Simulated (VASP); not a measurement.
Be, 6 atoms in the cell. It takes space group Im-3m (No. 229, cubic). Conventional cell: a = 4.002 Å, b = 4.002 Å, c = 4.002 Å, α = 90.00°, β = 90.00°, γ = 90.00°. Be (site symmetry 4/mmm) has 4 Be at 2.00 Å within 2.7 Å. Be (site symmetry 4/mmm) has 4 Be at 2.00 Å within 2.7 Å. 

```yaml
Program: VASP 6.6.1
Task: single point
Functional: PBE
Potentials_or_basis: VASP PAW PBE potentials, release 64 (Be)
Cutoff: 520 eV
k_mesh: 6 × 6 × 4
Occupations: gaussian, width 0.2 eV
Spin: no spin polarisation
Dipole_correction: no
Further_INCAR_settings: ALGO = Fast; EDIFF = 1e-06; NBANDS = 15
```

Potentials or basis: VASP PAW PBE potentials, release 64 (Be).

Command:

```sh
$ cat potpaw_PBE.64/Be/POTCAR > POTCAR
$ mpirun -np 1 vasp_std > vasp.out
```

Hardware: 1 thread of AMD EPYC 7R43 64-Core Processor (Zen 3), on a shared host.

Problem. How long does it take, and how much memory?

Solution. Wall time 31 s on 1 thread of AMD EPYC 7R43 64-Core Processor (Zen 3) (shared host), peak memory 0.14 GiB. Counts: scf iterations 12, k points 39.
